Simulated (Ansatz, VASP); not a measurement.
One calculation of Li, two programs

INCAR

```
PREC = Accurate ; ENCUT = 520
EDIFF = 1E-6 ; ISMEAR = -1
SIGMA = 0.08 ; LREAL = False
LASPH = True ; NELM = 60
ALGO = Normal ; ISIF = 2
LWAVE = False ; LCHARG = False
NBANDS = 12
```

Contents of KPOINTS:

```
Automatic mesh
0
Gamma
  12 12 12
```

The input POSCAR:

```
Li
1.0
    1.5660039554      0.9041328052      7.5883000000
   -1.5660039554      0.9041328052      7.5883000000
    0.0000000000     -1.8082656104      7.5883000000
Li
3
Direct
    0.0000000000      0.0000000000      0.0000000000
    0.2220000000      0.2220000000      0.2220000000
    0.7780000000      0.7780000000      0.7780000000
```

Input for Ansatz:

```yaml
crystal:
  lattice:
    - [1.5660039554, 0.9041328052, 7.5883]
    - [-1.5660039554, 0.9041328052, 7.5883]
    - [0.0, -1.8082656104, 7.5883]
  atoms:
    - { symbol: Li, position: [0.0, 0.0, 0.0] }
    - { symbol: Li, position: [0.222, 0.222, 0.222] }
    - { symbol: Li, position: [0.778, 0.778, 0.778] }
kpoints:
  mp_grid: { grid: [12, 12, 12] }
  band_path:
    path:
      - [0.0, 0.0, 0.0]
      - [0.5, 0.5, 0.5]
      - [0.8238691268, 0.1761308732, 0.5]
      - [0.5, -0.1761308732, 0.1761308732]
      - [0.5, 0.0, 0.0]
      - [0.0, 0.0, 0.0]
      - [0.3380654366, -0.3380654366, 0.0]
      - [0.6619345634, 0.0, 0.3380654366]
      - [0.5, 0.0, 0.5]
    npoints: 5
scf:
  occupations: { method: fermi_dirac, width: 0.08 }
hamiltonian:
  xc: lda
  pseudopotentials: { kind: all_electron, lapw: { basis_error: 0.001 } }
output:
  forces: true
  stress: true
  eigenvalues: true
```

Change from the starting cell: equal xx and yy strain of +1 %.

Alike in both runs: task single point; functional LDA; k mesh 12 × 12 × 12; occupations fermi-dirac, width 0.08 eV; no spin polarisation.

```csv
,VASP,Ansatz
version,VASP 6.6.1,Ansatz 0.2.0
potentials or method,"VASP PAW LDA potentials, release 64 (Li_sv), cutoff 520 eV","all-electron LAPW, scalar-relativistic"
```

|  | VASP | Ansatz | Ansatz less VASP |
| --- | --- | --- | --- |
| rms of the force components (eV/Å) | 0.004 | 0.004 | -0.0001 |

LDA's correlation is that of Perdew and Zunger in VASP and of Perdew and Wang (1992) in Ansatz. Atom by atom the forces differ by 0.000 eV/Å (rms over components). Ansatz ran all-electron here, and VASP with PAW potentials.

Noted on VASP's run: the cutoff is under 1.25 times that of the potentials, so the pressure is a little rough.
